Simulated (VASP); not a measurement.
The system is Cu2Cl.

```
CELL_PARAMETERS angstrom
4.65750 0.00000 0.00000
0.00000 5.68444 0.00000
0.00000 0.00000 3.54861
ATOMIC_POSITIONS crystal
Cu 0.20040 0.37870 0.00000
Cu 0.79960 0.62130 0.00000
Cu 0.70040 0.12130 0.50000
Cu 0.29960 0.87870 0.50000
Cl 0.00000 0.00000 0.00000
Cl 0.50000 0.50000 0.50000
```

```yaml
Program: VASP 6.6.1
Task: relaxation of cell and atoms
Functional: PBE
Potentials_or_basis: VASP PAW PBE potentials, release 64 (Cu, Cl)
Cutoff: 600 eV
k_mesh: 4 × 4 × 6
Occupations: gaussian, width 0.1 eV
Spin: no spin polarisation
```

At the start: pressure 9.9 GPa; volume 15.66 Å³/atom.

Task: Where does the relaxation end?

Result: Over 43 steps the energy falls by 145.5 meV/atom and the volume is 16.84 Å³/atom (+7.6 %); space group Pnnm (No. 58, to 0.1 Å) before and after.

Step by step:
```csv
step,energy change (eV),largest force (eV/Å),pressure (GPa),volume (Å³)
1,0.0000,0.3361,9.86,93.95
3,-0.3960,0.2100,-0.23,108.48
5,-0.4044,0.1600,0.01,108.31
7,-0.4154,0.0768,0.12,108.74
9,-0.4494,0.0553,-0.85,110.69
11,-0.4751,0.1996,-1.95,113.35
13,-0.4907,0.2460,-1.92,113.30
15,-0.5347,0.4728,-1.93,112.55
17,-0.6162,0.5170,-0.03,107.38
19,-0.6620,0.4161,-0.71,108.07
21,-0.7494,0.4595,0.47,102.87
23,-0.7924,0.2023,-0.08,103.50
25,-0.8091,0.0679,0.19,102.40
27,-0.8102,0.0926,0.07,102.87
29,-0.8164,0.0634,-0.44,103.52
31,-0.8202,0.0730,0.18,102.74
33,-0.8233,0.0820,0.33,102.36
35,-0.8431,0.0732,0.38,101.88
37,-0.8583,0.1455,0.16,101.26
39,-0.8700,0.0720,-0.09,101.10
41,-0.8714,0.0273,0.15,100.68
43,-0.8728,0.0177,-0.11,101.05
```

Final structure:
```
CELL_PARAMETERS angstrom
6.09164 0.00000 0.00000
0.00000 5.57584 0.00000
0.00000 0.00000 2.97504
ATOMIC_POSITIONS crystal
Cu 0.17492 0.40356 0.00000
Cu 0.82508 0.59644 0.00000
Cu 0.67492 0.09644 0.50000
Cu 0.32508 0.90356 0.50000
Cl 0.00000 0.00000 0.00000
Cl 0.50000 0.50000 0.50000
```

Caveat: a cell axis changed by over 15 % at a fixed basis, so the end point is rough.
